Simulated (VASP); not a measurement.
InPt3, 4 atoms in the cell. It takes space group Pm-3m (No. 221, cubic). Conventional cell: a = 3.988 Å, b = 3.988 Å, c = 3.988 Å, α = 90.00°, β = 90.00°, γ = 90.00°. Within 3.7 Å of In (site symmetry m-3m) lie 12 Pt at 2.82 Å. Within 3.7 Å of Pt (site symmetry 4/mmm) lie 4 In at 2.82 Å and 8 Pt at 2.82 Å. 

| Item | Value |
| --- | --- |
| Program | VASP 6.6.1 |
| Task | relaxation of cell and atoms |
| Functional | r2SCAN |
| Potentials or basis | VASP PAW PBE potentials, release 64 (In_d, Pt) |
| Cutoff | 600 eV |
| k mesh | 8 × 8 × 8 |
| Occupations | fermi-dirac, width 0.1 eV |
| Spin | no spin polarisation |
| Dipole correction | no |
| Further INCAR settings | ALGO = Normal; EDIFF = 1e-06; IBRION = 2; EDIFFG = -0.01; NSW = 80; ISIF = 3 |

Potentials or basis: VASP PAW PBE potentials, release 64 (In_d, Pt).

Command:

```console
$ cat potpaw_PBE.64/In_d/POTCAR potpaw_PBE.64/Pt/POTCAR > POTCAR
$ cp INCAR.step1 INCAR
$ mpirun -np 1 vasp_std > vasp.out
$ cp INCAR.step2 INCAR
$ mpirun -np 1 vasp_std > vasp.out
```

Hardware: 1 thread of Intel(R) Xeon(R) Platinum 8488C (Sapphire Rapids) (shared host).

Problem. Estimate the wall time of this run.

Solution. Wall time 5.6 min on 1 thread of Intel(R) Xeon(R) Platinum 8488C (Sapphire Rapids), on a shared host, peak memory 0.24 GiB. Counts: k points 35, ion steps 4.
